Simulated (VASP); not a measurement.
SrO, 4 atoms in the cell. The structure is trigonal, space group R3m (No. 160). Conventional cell: a = 3.593 Å, b = 3.593 Å, c = 18.751 Å, α = 90.00°, β = 90.00°, γ = 120.00°. Sr (site symmetry 3m) has 6 O at 2.59 to 2.63 Å and 1 Sr at 3.17 Å within 3.4 Å. Sr (site symmetry 3m) has 6 O at 2.58 to 2.59 Å and 1 Sr at 3.17 Å within 3.4 Å. Within 3.4 Å of O (site symmetry 3m) lie 6 Sr at 2.58 to 2.59 Å and 1 O at 3.17 Å. Within 3.4 Å of O (site symmetry 3m) lie 6 Sr at 2.59 to 2.63 Å and 1 O at 3.17 Å. 

```yaml
Program: VASP 6.6.1
Task: single point
Functional: r2SCAN
Potentials_or_basis: VASP PAW PBE potentials, release 64 (Sr_sv, O)
Cutoff: 520 eV
k_mesh: 6 × 6 × 6
Occupations: gaussian, width 0.02 eV
Spin: no spin polarisation
Dipole_correction: no
Further_INCAR_settings: ALGO = Normal; EDIFF = 1e-06; NBANDS = 24
```

Potentials or basis: VASP PAW PBE potentials, release 64 (Sr_sv, O).

Launch:

```console
$ cat potpaw_PBE.64/Sr_sv/POTCAR potpaw_PBE.64/O/POTCAR > POTCAR
$ cp INCAR.step1 INCAR
$ mpirun -np 1 vasp_std > vasp.out
$ cp INCAR.step2 INCAR
$ mpirun -np 1 vasp_std > vasp.out
```

Hardware: 1 thread of Intel(R) Xeon(R) Platinum 8259CL CPU @ 2.50GHz (Skylake/Cascade Lake), with other jobs on the host.

Q: How long does it take, and how much memory?

A: Run time: 10 min on 1 thread of Intel(R) Xeon(R) Platinum 8259CL CPU @ 2.50GHz (Skylake/Cascade Lake) (shared host), peak memory 0.41 GiB. Counts: k points 32.
